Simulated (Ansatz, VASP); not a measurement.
Two plane-wave programs on InSb

```
In Sb
1.0
     0.00000    3.18113    3.18113
     3.18113    0.00000    3.18113
     3.18113    3.18113    0.00000
In Sb
1 1
Direct
  0.00000 0.00000 0.00000
  0.25000 0.25000 0.25000
```

Change from the starting cell: hydrostatic strain -3.0%.

Alike in both runs: task single point; functional r2SCAN; k mesh 6 × 6 × 6; occupations fermi-dirac, width 0.02 eV; no spin polarisation.

```csv
,VASP,Ansatz
version,VASP 6.6.1,Ansatz 0.2.0
potentials or method,"VASP PAW PBE potentials, release 64 (In_d, Sb_d_GW)","plane waves, PAW"
plane-wave cutoff (eV),550,500
valence electrons in the cell,28,28
```

|  | VASP | Ansatz | Ansatz less VASP |
| --- | --- | --- | --- |
| pressure (GPa) | 4.8 | 4.9 | +0.04 |

VASP's potentials were made for PBE, not for r2SCAN. The functional is the same, so the differences come from potentials, cutoffs and numerics.

Spin-orbit coupling is off throughout.
